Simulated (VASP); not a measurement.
SiC:

```xyz
4
Lattice="3.0760 0.0000 0.0000 -1.5380 2.6639 0.0000 0.0000 0.0000 5.0480" Properties=species:S:1:pos:R:3 pbc="T T T"
Si    0.0000    1.7759    0.0000
Si    1.5380    0.8880    2.5240
C     0.0000    1.7759    1.9435
C     1.5380    0.8880    4.4675
```

* Program: VASP 6.6.1
* Task: relaxation of cell and atoms
* Functional: r2SCAN
* Dispersion: rVV10
* Potentials or basis: VASP PAW PBE potentials, release 64 (Si, C)
* Cutoff: 600 eV
* k mesh: 6 × 6 × 4
* Occupations: gaussian, width 0.01 eV
* Spin: no spin polarisation

At the start: pressure -0.8 GPa; volume 10.34 Å³/atom.

How do energy, volume and symmetry change on relaxing?

Over 5 steps the energy falls by 9.3 meV/atom and the volume is 10.29 Å³/atom (-0.5 %); space group P6_3mc (No. 186, to 0.1 Å) before and after.

Step by step:
| step | energy change (eV) | largest force (eV/Å) | pressure (GPa) | volume (Å³) |
| --- | --- | --- | --- | --- |
| 1 | 0.0000 | 0.7665 | -0.76 | 41.36 |
| 2 | -0.0052 | 0.7076 | 0.84 | 41.07 |
| 3 | -0.0346 | 0.0571 | -0.18 | 41.21 |
| 4 | -0.0369 | 0.0112 | 0.28 | 41.13 |
| 5 | -0.0371 | 0.0054 | 0.17 | 41.15 |

Final structure:
```cif
data_structure
_symmetry_space_group_name_H-M 'P 1'
_symmetry_Int_Tables_number 1
_cell_length_a 3.0706
_cell_length_b 3.0706
_cell_length_c 5.0392
_cell_angle_alpha 90.000
_cell_angle_beta 90.000
_cell_angle_gamma 120.000
_cell_volume 41.15
loop_
_atom_site_label
_atom_site_type_symbol
_atom_site_fract_x
_atom_site_fract_y
_atom_site_fract_z
_atom_site_occupancy
Si1 Si 0.33333 0.66667 0.00454 1
Si2 Si 0.66667 0.33333 0.50454 1
C1 C 0.33333 0.66667 0.38046 1
C2 C 0.66667 0.33333 0.88046 1
```

Caveat: the PAW data sets were made with another functional, which shifts forces and pressure a little.
